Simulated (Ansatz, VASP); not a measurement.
Two plane-wave programs on HfAl3N

Contents of INCAR:

```
PREC = Accurate
ENCUT = 600
EDIFF = 1E-7
ISMEAR = 0
SIGMA = 0.1
LREAL = F
LASPH = T
NELM = 100
ALGO = Normal
ISIF = 3
LWAVE = F
LCHARG = F
GGA = PE
IBRION = 2
NSW = 90
EDIFFG = -0.04
```

KPOINTS

```
regular mesh
0
Gamma
  4 4 4
```

File POSCAR:

```
HfAl3N
1.0
    4.4218949100      0.0000000000      0.0000000000
    0.0000000000      4.4218949100      0.0000000000
    0.0000000000      0.0000000000      4.4218949100
Hf Al N
1 3 1
Direct
    0.5000000000      0.5000000000      0.5000000000
    0.5000000000      0.0000000000      0.0000000000
    0.0000000000      0.5000000000      0.0000000000
    0.0000000000      0.0000000000      0.5000000000
    0.0000000000      0.0000000000      0.0000000000
```

Input for Ansatz:

```yaml
crystal:
  lattice:
    - [4.42189491, 0.0, 0.0]
    - [0.0, 4.42189491, 0.0]
    - [0.0, 0.0, 4.42189491]
  atoms:
    - { symbol: Hf, position: [0.5, 0.5, 0.5] }
    - { symbol: Al, position: [0.5, 0.0, 0.0] }
    - { symbol: Al, position: [0.0, 0.5, 0.0] }
    - { symbol: Al, position: [0.0, 0.0, 0.5] }
    - { symbol: "N", position: [0.0, 0.0, 0.0] }
basis:
  ecutwfc: 420
kpoints:
  mp_grid: { grid: [4, 4, 4] }
hamiltonian:
  xc: pbe
scf:
  occupations: { method: gaussian, width: 0.1 }
  lower_state_search: "off"
output:
  forces: true
  stress: true
  eigenvalues: true
relax:
  adjacent_minimum: "off"
  f_tol: 0.04
  max_steps: 70
  cell: { stress_tol: 0.4 }
```

Alike in both runs: task relaxation of cell and atoms; functional PBE; k mesh 4 × 4 × 4; occupations gaussian, width 0.1 eV; no spin polarisation.

|  | VASP | Ansatz |
| --- | --- | --- |
| version | VASP 6.6.1 | Ansatz 0.2.0 |
| potentials or method | VASP PAW PBE potentials, release 64 (Hf_pv, Al, N), cutoff 600 eV | scalar-relativistic, plane waves, PAW |
| valence electrons in the cell | 24 | 40 |

```csv
,VASP,Ansatz,Ansatz less VASP
"gap on the k mesh at the Fermi level, each at its own relaxed structure (eV)",none,none,-
relaxed volume (Å³/atom),14.63,14.63,+0.005
relaxed cell length with the largest relative difference (Å),4.182,4.182,+0.0005
```

A gap of «none» marks a metal or a gap that the smearing closes. VASP's potentials hold 24 valence electrons a cell and Ansatz's 40, so a difference there can come from the potentials and not from the codes.

Neither program's run includes spin-orbit coupling. Noted on VASP's run: the volume moved by over 15 % at a fixed basis, so the end points are rough.
